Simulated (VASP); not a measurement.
# HfB2 (P6/mmm) in VASP: settings compared

HfB2 is run at these levels: PBE, BLYP, r2SCAN; tasks: single point, relaxation of cell and atoms.

All numbers are computed with VASP 6.6.1; they aren't measurements. Logs are shortened: lines on timing, memory, paths and dates and some standing lists are left out, and cuts for length are marked.

## (1) The cell of the first run

Symmetry: P6/mmm, No. 191, hexagonal system. The conventional cell has a = 3.140 Å, b = 3.140 Å, c = 3.480 Å, α = 90.00°, β = 90.00°, γ = 120.00°. Hf (site symmetry 6/mmm) has 12 B at 2.51 Å and 6 Hf at 3.14 Å within 3.3 Å. B (site symmetry -6m2) has 3 B at 1.81 Å within 2.4 Å.

## (2) Single point, PBE

INCAR reads:

```
PREC = Accurate
ENCUT = 520
EDIFF = 1E-6
ISMEAR = 0
SIGMA = 0.012
LREAL = False
LASPH = True
NELM = 100
ALGO = Normal
ISIF = 2
LWAVE = False
LCHARG = False
GGA = PE
NBANDS = 15
```

KPOINTS reads:

```
Automatic mesh
0
Gamma
  10 10 8
```

POSCAR reads:

```
HfB2
1.0
    3.1400000000      0.0000000000      0.0000000000
   -1.5700000000      2.7193197679      0.0000000000
    0.0000000000      0.0000000000      3.4800000000
Hf B
1 2
Direct
    0.0000000000      0.0000000000      0.0000000000
    0.6666666667      0.3333333333      0.5000000000
    0.3333333333      0.6666666667      0.5000000000
```

Potentials or basis: VASP PAW PBE potentials, release 64 (Hf_pv, B).

Started as:

```console
> cat potpaw_PBE.64/Hf_pv/POTCAR potpaw_PBE.64/B/POTCAR > POTCAR
> mpirun -np 1 vasp_std > vasp.out
```

OUTCAR:

```text
PREC = Accurate
   ENCUT = 520
   EDIFF = 1E-6
   ISMEAR = 0
   LREAL = False
   LASPH = True
   NELM = 100
   ISIF = 2
   GGA = PE

 ion  position               nearest neighbor table
   1  0.000  0.000  0.000-   2 2.51   3 2.51   2 2.51   3 2.51   2 2.51   2 2.51   3 2.51   3 2.51
                             2 2.51   2 2.51   3 2.51   3 2.51
   2  0.667  0.333  0.500-   3 1.81   3 1.81   3 1.81   1 2.51   1 2.51   1 2.51   1 2.51   1 2.51
                             1 2.51
   3  0.333  0.667  0.500-   2 1.81   2 1.81   2 1.81   1 2.51   1 2.51   1 2.51   1 2.51   1 2.51
                             1 2.51

  LATTYP: Found a hexagonal cell.
 ALAT       =     3.1400000000
 C/A-ratio  =     1.1082802548

  Lattice vectors:

 A1 = (   3.1400000000,   0.0000000000,   0.0000000000)
 A2 = (  -1.5700000000,   2.7193197679,   0.0000000000)
 A3 = (   0.0000000000,   0.0000000000,   3.4800000000)

Analysis of symmetry for initial positions (statically):
=====================================================================
 Subroutine PRICEL returns:
 Original cell was already a primitive cell.

 Routine SETGRP: Setting up the symmetry group for a
 hexagonal supercell.

 Subroutine GETGRP returns: Found 24 space group operations
 (whereof 24 operations were pure point group operations)
 out of a pool of 24 trial point group operations.

The static configuration has the point symmetry D_6h.

Analysis of symmetry for dynamics (positions and initial velocities):
=====================================================================
 Subroutine PRICEL returns:
 Original cell was already a primitive cell.

 Routine SETGRP: Setting up the symmetry group for a
 hexagonal supercell.

 Subroutine GETGRP returns: Found 24 space group operations
 (whereof 24 operations were pure point group operations)
 out of a pool of 24 trial point group operations.

The dynamic configuration has the point symmetry D_6h.

 Subroutine INISYM returns: Found 24 space group operations
 (whereof 24 operations are pure point group operations),
 and found     1 'primitive' translations

----------------------------------------------------------------------------------------

                                     Primitive cell

  volume of cell :      29.7146

  direct lattice vectors                    reciprocal lattice vectors
     3.140000000  0.000000000  0.000000000     0.318471338  0.183869512  0.000000000
    -1.570000000  2.719319768  0.000000000     0.000000000  0.367739025  0.000000000
     0.000000000  0.000000000  3.480000000     0.000000000  0.000000000  0.287356322

  length of vectors
     3.140000000  3.140000000  3.480000000     0.367739025  0.367739025  0.287356322

  position of ions in fractional coordinates (direct lattice)
     0.000000000  0.000000000  0.000000000
     0.666666667  0.333333333  0.500000000
     0.333333333  0.666666667  0.500000000

  ion indices of the primitive-cell ions
   primitive index   ion index
                 1           1
                 2           2
                 3           3

----------------------------------------------------------------------------------------

 KPOINTS: Automatic mesh

Automatic generation of k-mesh.
 Grid dimensions read from file:
 generate k-points for:   10   10    8

 Generating k-lattice:

  Cartesian coordinates                     Fractional coordinates (reciprocal lattice)
     0.031847134  0.018386951  0.000000000     0.100000000  0.000000000  0.000000000
     0.000000000  0.036773902  0.000000000     0.000000000  0.100000000  0.000000000
     0.000000000  0.000000000  0.035919540     0.000000000  0.000000000  0.125000000

  Length of vectors
     0.036773902  0.036773902  0.035919540

  Shift w.r.t. Gamma in fractional coordinates (k-lattice)
     0.000000000  0.000000000  0.000000000

 Subroutine IBZKPT returns following result:
 ===========================================

 Found     70 irreducible k-points:

 Following reciprocal coordinates:
            Coordinates               Weight
  0.000000  0.000000  0.000000      1.000000
  0.100000  0.000000  0.000000      6.000000
  0.200000  0.000000  0.000000      6.000000
  0.300000  0.000000  0.000000      6.000000
  0.400000  0.000000  0.000000      6.000000
  0.500000  0.000000  0.000000      3.000000
[... 16 lines left out ...]
  0.300000  0.100000  0.125000     24.000000
  0.400000  0.100000  0.125000     24.000000
 [... further k-points ...]
   k-points           NKPTS =     70   k-points in BZ     NKDIM =     70   number of bands    NBANDS=     15
   number of dos      NEDOS =    301   number of ions     NIONS =      3
   total plane-waves  NPLWV =  16128
   dimension x,y,z NGX =    24 NGY =   24 NGZ =   28
   dimension x,y,z NGXF=    48 NGYF=   48 NGZF=   56
   ions per type =               1   2
   NGX,Y,Z   is equivalent  to a cutoff of  12.71, 12.71, 13.38 a.u.
   NGXF,Y,Z  is equivalent  to a cutoff of  25.41, 25.41, 26.75 a.u.
 SYSTEM =  unknown system
   PREC   = accura    normal or accurate (medium, high low for compatibility)
   ISTART =      0    job   : 0-new  1-cont  2-samecut
   ICHARG =      2    charge: 1-file 2-atom 10-const
   ISPIN  =      1    spin polarized calculation?
   LNONCOLLINEAR =      F non collinear calculations
   LSORBIT =      F    spin-orbit coupling
   LASPH  =      T    aspherical Exc in radial PAW
   ENCUT  =  520.0 eV  38.22 Ry    6.18 a.u.   5.84  5.84  6.47*2*pi/ulx,y,z
   NELM   =    100;   NELMIN=  2; NELMDL= -5     # of ELM steps
   EDIFF  = 0.1E-05   stopping-criterion for ELM
   LREAL  =      F    real-space projection
   EDIFFG = 0.1E-04   stopping-criterion for IOM
   NSW    =      0    number of steps for IOM
   IBRION =     -1    ionic relax: 0-MD 1-quasi-New 2-CG
   NFREE  =      0    steps in history (QN), initial steepest desc. (CG)
   ISIF   =      2    stress and relaxation
   ISYM   =      2    0-nonsym 1-usesym 2-fastsym
   POTIM  = 0.5000    time-step for ionic-motion
   TEBEG  =    0.0;   TEEND  =   0.0 temperature during run
   PSTRESS=    0.0 pullay stress
   NELECT =      16.0000    total number of electrons
   NUPDOWN=      -1.0000    fix difference up-down
   EMIN   =  10.00;   EMAX   =-10.00  energy-range for DOS
   EFERMI =   0.00;   METHOD = LEGACY
   ISMEAR =     0;   SIGMA  =   0.01  broadening in eV -4-tet -1-fermi 0-gaus
   EFERMI_NEDOS =   21; number of points for ismear=-14 and -15
   IALGO  =     38    algorithm
   IMIX   =      4    mixing-type and parameters
     AMIX     =   0.40;   BMIX     =  1.00
     AMIX_MAG =   1.60;   BMIX_MAG =  1.00
  volume/ion in A,a.u.               =       9.90        66.84
  Fermi-wavevector in a.u.,A,eV,Ry     =   1.331860  2.516850 24.134693  1.773850
  Thomas-Fermi vector in A             =   2.460838
   LORBIT       =      0    0 simple, 1 ext, 2 COOP (PROOUT), +10 PAW based schemes
   GGA     = PE    functional components
   LHFCALC =     F    Hartree Fock is set to
   AEXX    =    0.0000 exact exchange contribution
   IVDW    =     0    specifies the selected vdW correction
   LEPSILON=     F    determine dielectric tensor
   LRPA    =     F    only Hartree local field effects (RPA)
 non-spin polarized calculation
 Gauss-broadening in eV      SIGMA  =   0.01
  energy-cutoff  :      520.00
  volume of cell :       29.71
 maximum number of plane-waves:       816
 NGX is ok and might be reduce to    24
   NGX = 11   NGY = 11   NGZ = 13

 number of electron      15.9999998 magnetization

 Free energy of the ion-electron system (eV)
  ---------------------------------------------------
  ext. energy  EPLUGINS =         0.00000000
  ---------------------------------------------------
  free energy    TOTEN  =       -26.39742109 eV

  energy without entropy =      -26.39727476  energy(sigma->0) =      -26.39734792

 E-fermi :   7.5041     XC(G=0): -12.5969

 val. band max:        7.5037455350   @ k =   0.2000   0.2000   0.1250
 cond. band min:       7.8042702961   @ k =   0.1000   0.1000   0.2500
 fundamental gap:      0.3005247611
 Fermi energy:         7.5041017597

 k-point     1 :       0.0000    0.0000    0.0000
  band No.  band energies     occupation
      1     -22.9622      2.00000
      2     -22.4724      2.00000
      3     -22.4724      2.00000
      4      -6.0812      2.00000
      5       4.6654      2.00000
      6       4.7736      2.00000
      7       4.7736      2.00000
      8       4.8890      2.00000
      9      11.6963      0.00000
     10      11.6963      0.00000
     11      12.3287      0.00000
     12      12.3287      0.00000
     13      12.6627      0.00000
     14      12.6667      0.00000
     15      12.6667      0.00000

 k-point     2 :       0.1000    0.0000    0.0000
  band No.  band energies     occupation
      1     -22.9496      2.00000
      2     -22.5497      2.00000
      3     -22.4895      2.00000
      4      -5.8658      2.00000
      5       4.1766      2.00000
      6       4.7070      2.00000
      7       4.7591      2.00000
      8       4.8787      2.00000
      9      10.9676      0.00000
     10      11.5468      0.00000
     11      11.5472      0.00000
     12      11.9447      0.00000
     13      13.2995      0.00000
     14      13.6825      0.00000
     15      14.0790      0.00000

 k-point     3 :       0.2000    0.0000    0.0000
  band No.  band energies     occupation
      1     -22.9166      2.00000
      2     -22.7470      2.00000
      3     -22.5340      2.00000
      4      -5.2523      2.00000
      5       2.8482      2.00000
      6       4.3027      2.00000
      7       4.6715      2.00000
      8       5.3112      2.00000
      9       9.8487      0.00000
     10      11.1877      0.00000
     11      11.3909      0.00000
     12      11.8550      0.00000
     13      13.6831      0.00000
     14      14.7750      0.00000
     15      15.5091      0.00000
[... 343 lines left out ...]
 k-point    23 :       0.3000    0.1000    0.1250
  band No.  band energies     occupation
      1     -23.0711      2.00000
      2     -22.8882      2.00000
      3     -22.6485      2.00000
      4      -3.4903      2.00000
      5       0.5408      2.00000
      6       3.2015      2.00000
      7       3.9018      2.00000
      8       5.8913      2.00000
      9       8.7386      0.00000
     10      11.0007      0.00000
     11      11.9569      0.00000
     12      13.2423      0.00000
     13      15.0494      0.00000
     14      15.7536      0.00000
     15      18.5507      0.00000

 k-point    24 :       0.4000    0.1000    0.1250
  band No.  band energies     occupation
      1     -23.1869      2.00000
      2     -22.8640      2.00000
      3     -22.6870      2.00000
      4      -2.2874      2.00000
      5      -0.9205      2.00000
      6       3.0246      2.00000
      7       3.9063      2.00000
      8       5.4501      2.00000
      9       8.8209      0.00000
     10      11.8018      0.00000
     11      11.8785      0.00000
     12      13.9457      0.00000
     13      15.1698      0.00000
     14      16.1058      0.00000
     15      18.4912      0.00000

 [... further k-points ...]
[... 5 lines left out ...]
  --------------------------------------------------------------------------------------
  -------------------------------------------------------------------------------------
  Total        0.1310642      0.1310642      0.2952899      0.0000000      0.0000000     -0.0000000
  in kB        7.0668463      7.0668463     15.9217230      0.0000000      0.0000000     -0.0000000
  external PRESSURE =      10.0184719 kB  Pullay stress =       0.0000000 kB

 VOLUME and BASIS-vectors are now :
 -----------------------------------------------------------------------------
  energy-cutoff  :      520.00
  volume of cell :       29.71
      direct lattice vectors                 reciprocal lattice vectors
     3.140000000  0.000000000  0.000000000     0.318471338  0.183869512  0.000000000
    -1.570000000  2.719319768  0.000000000     0.000000000  0.367739025  0.000000000
     0.000000000  0.000000000  3.480000000     0.000000000  0.000000000  0.287356322

 POSITION                                       TOTAL-FORCE (eV/Angst)
 -----------------------------------------------------------------------------------
      0.00000      0.00000      0.00000         0.000000      0.000000      0.000000
      1.57000      0.90644      1.74000         0.000000     -0.000000      0.000000
     -0.00000      1.81288      1.74000        -0.000000      0.000000      0.000000
 -----------------------------------------------------------------------------------
    total drift:                               -0.000000      0.000000      0.000000

  FREE ENERGIE OF THE ION-ELECTRON SYSTEM (eV)
  ---------------------------------------------------
  free  energy   TOTEN  =       -26.3974210878 eV

  energy  without entropy=      -26.3972747556  energy(sigma->0) =      -26.39734792
```

It took 12 s on 1 thread of Intel Xeon 6975P-C (Granite Rapids), shared host; peak memory 0.16 GiB.

Results:

- Free energy: -26.3974 eV
- Pressure: 1.0 GPa
- Band gap on the k mesh: zero (band 8 reaches 8.26 eV, above the bottom of band 9 at 7.43 eV)

Stress tensor (GPa, compression positive):
```
0.71 0.00 0.00
0.00 0.71 0.00
0.00 0.00 1.59
```

Levels at points of the mesh, in eV from the Fermi level:
| k point | band 6 | band 7 | band 8 | band 9 | band 10 | band 11 |
| --- | --- | --- | --- | --- | --- | --- |
| (0.00, 0.00, 0.00) | -2.73 | -2.73 | -2.62 | 4.19 | 4.19 | 4.82 |
| (0.50, 0.00, 0.00) | -3.96 | -3.27 | -2.70 | 2.27 | 2.89 | 5.74 |
| (0.00, 0.00, 0.50) | -1.03 | -1.03 | 0.49 | 0.49 | 1.16 | 1.16 |
| (0.50, 0.00, 0.50) | -4.80 | -4.54 | -2.51 | 4.17 | 4.33 | 6.42 |

Caveat: spin-orbit coupling is left out, which moves the levels of the heavy elements.

## (3) Single point, BLYP

This run uses another cell than the first one, of 10.24 Å³/atom, 1.033 times its volume.

INCAR reads:

```
PREC = Accurate
ENCUT = 520
EDIFF = 1E-6
ISMEAR = -1
SIGMA = 0.05
LREAL = F
LASPH = T
NELM = 100
ALGO = Normal
ISIF = 2
LWAVE = F
LCHARG = T
GGA = B5
ALDAX = 1.0
AGGAX = 1.0
AGGAC = 1.0
ALDAC = 0.0
LELF = T
LVHAR = T
NBANDS = 15
```

KPOINTS reads:

```
regular mesh
0
Gamma
  10 10 8
```

POSCAR reads:

```
HfB2
1.0
    3.1566444018      0.0000000000      0.0000000000
   -1.5783222009      2.7337342427      0.0000000000
    0.0000000000      0.0000000000      3.5586826996
Hf B
1 2
Direct
    0.0000000000      0.0000000000      0.0000000000
    0.6666666667      0.3333333333      0.5000000000
    0.3333333333      0.6666666667      0.5000000000
```

Potentials or basis: VASP PAW PBE potentials, release 64 (Hf_pv, B).

Started as:

```console
> cat potpaw_PBE.64/Hf_pv/POTCAR potpaw_PBE.64/B/POTCAR > POTCAR
> mpirun -np 1 vasp_std > vasp.out
```

Wall time 21 s (1 thread of Intel Xeon 6975P-C (Granite Rapids), shared host); peak memory 0.16 GiB.

Results (log left out):

```
Free energy            : -23.3939 eV
Pressure               : 0.1 GPa
Band gap on the k mesh : zero (band 8 reaches 8.65 eV, above the bottom of band 9 at 7.67 eV)
```

Stress tensor (GPa, compression positive):
```
0.01 0.00 0.00
0.00 0.01 0.00
0.00 0.00 0.26
```

Levels at points of the mesh, in eV from the Fermi level:
| k point | band 5 | band 6 | band 7 | band 8 | band 9 | band 10 | band 11 | band 12 |
| --- | --- | --- | --- | --- | --- | --- | --- | --- |
| (0.00, 0.00, 0.00) | -2.80 | -2.78 | -2.66 | -2.66 | 3.85 | 3.85 | 4.26 | 4.26 |
| (0.50, 0.00, 0.00) | -8.86 | -4.01 | -3.27 | -2.57 | 2.08 | 2.63 | 5.26 | 5.53 |
| (0.00, 0.00, 0.50) | -8.01 | -1.10 | -1.10 | 0.59 | 0.59 | 1.01 | 1.01 | 1.86 |
| (0.50, 0.00, 0.50) | -7.33 | -4.68 | -4.42 | -2.48 | 3.76 | 4.16 | 5.95 | 6.54 |

Caveat: the PAW data sets were made with another functional, which shifts forces and pressure a little; spin-orbit coupling is left out, which moves the levels of the heavy elements.

## (4) Single point, r2SCAN

POSCAR reads:

```
HfB2
1.0
    3.1400000000      0.0000000000      0.0000000000
   -1.5700000000      2.7193197679      0.0000000000
    0.0000000000      0.0000000000      3.4800000000
Hf B
1 2
Direct
    0.0000000000      0.0000000000      0.0000000000
    0.6666666667      0.3333333333      0.5000000000
    0.3333333333      0.6666666667      0.5000000000
```

INCAR.step1 reads:

```
SYSTEM = HfB2
PREC = Accurate
ENCUT = 520
ISMEAR = -1
SIGMA = 0.05
LREAL = .False.
LASPH = .True.
NELM = 60
NBANDS = 15
GGA = PE
ALGO = Normal
EDIFF = 1E-4
LWAVE = .True.
LCHARG = .False.
```

INCAR.step2 reads:

```
SYSTEM = HfB2
PREC = Accurate
ENCUT = 520
EDIFF = 1E-6
ISMEAR = -1
SIGMA = 0.05
LREAL = .False.
LASPH = .True.
NELM = 60
ALGO = Normal
ISIF = 2
LWAVE = .False.
LCHARG = .False.
METAGGA = R2SCAN
LMIXTAU = .True.
NBANDS = 15
ISTART = 1
```

KPOINTS reads:

```
regular mesh
0
Gamma
  10 10 8
  0 0 0
```

Started as:

```console
> cat potpaw_PBE.64/Hf_pv/POTCAR potpaw_PBE.64/B/POTCAR > POTCAR
> cp INCAR.step1 INCAR
> mpirun -np 1 vasp_std > vasp.out
> cp INCAR.step2 INCAR
> mpirun -np 1 vasp_std > vasp.out
```

It took 50 s on 1 thread of Intel Xeon 6975P-C (Granite Rapids), shared host; peak memory 0.17 GiB.

Results (log left out):

| Quantity | Value |
| --- | --- |
| Free energy | -63.0873 eV |
| Pressure | -1.2 GPa |
| Band gap on the k mesh | zero (band 8 reaches 8.34 eV, above the bottom of band 9 at 7.47 eV) |

Stress tensor (GPa, compression positive):
```
-1.64  0.00  0.00
 0.00 -1.64  0.00
 0.00  0.00 -0.39
```

Levels at points of the mesh, in eV from the Fermi level:
```csv
k point,band 4,band 5,band 6,band 7,band 8,band 9,band 10,band 11,band 12,band 13
"(0.00, 0.00, 0.00)",-14.59,-3.02,-2.99,-2.97,-2.97,4.32,4.32,5.02,5.02,5.18
"(0.50, 0.00, 0.00)",-10.29,-9.73,-4.28,-3.60,-2.90,2.25,2.95,5.94,6.04,6.52
"(0.00, 0.00, 0.50)",-12.17,-8.77,-1.18,-1.18,0.43,0.43,1.16,1.16,2.49,5.43
"(0.50, 0.00, 0.50)",-11.00,-8.02,-5.17,-4.89,-2.94,4.20,4.51,6.56,7.56,7.77
```

Caveat: the PAW data sets were made with another functional, which shifts forces and pressure a little; spin-orbit coupling is left out, which moves the levels of the heavy elements.

(Part 1 of 2 ends here.)
